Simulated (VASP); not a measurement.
Write the native input for VASP 6.6.1 that does the following.

```
Task                   : relaxation of shape and atoms at fixed volume
Functional             : PBE
Potentials or basis    : VASP PAW PBE potentials, release 64 (La)
Cutoff                 : 600 eV
k mesh                 : 15 × 15 × 8
Occupations            : gaussian, width 0.1 eV
Spin                   : no spin polarisation
Dipole correction      : no
Further INCAR settings : ALGO = Fast; EDIFF = 1e-06; IBRION = 2; EDIFFG = -0.01; NSW = 50; ISIF = 4
```

The structure of La lies in POSCAR:

```
La
1.0
    3.9055538424      0.0000000000      0.0000000000
   -1.9527769212      3.3823088434      0.0000000000
    0.0000000000      0.0000000000      6.2667135400
La
2
Direct
    0.3333333333      0.6666666667      0.2500000000
    0.6666666667      0.3333333333      0.7500000000
```

These files were run (other wordings do the same):

INCAR

```
ALGO = Fast
EDIFF = 1E-6
EDIFFG = -0.01
ENCUT = 600
GGA = PE
IBRION = 2
ISIF = 4
ISMEAR = 0
LASPH = T
LCHARG = F
LREAL = F
LWAVE = F
NELM = 100
NSW = 50
PREC = Accurate
SIGMA = 0.1
```

KPOINTS

```
k-points
0
Gamma
  15 15 8
```

Potentials or basis: VASP PAW PBE potentials, release 64 (La).

Launch:

```bash
$ cat potpaw_PBE.64/La/POTCAR > POTCAR
$ mpirun -np 1 vasp_std > vasp.out
```

It gave:

```
Energy gained by relaxing : 0.0 meV/atom
Ionic steps               : 2
Pressure after relaxing   : -2.1 GPa
Band gap on the k mesh    : zero (bands 11 and 12 overlap by 1.37 eV)
```

Caveat: spin-orbit coupling is left out, which moves the levels of the heavy elements.

Wall time 13 min on 1 thread of Intel Xeon 8259CL, with other jobs on the host, peak memory 0.41 GiB.
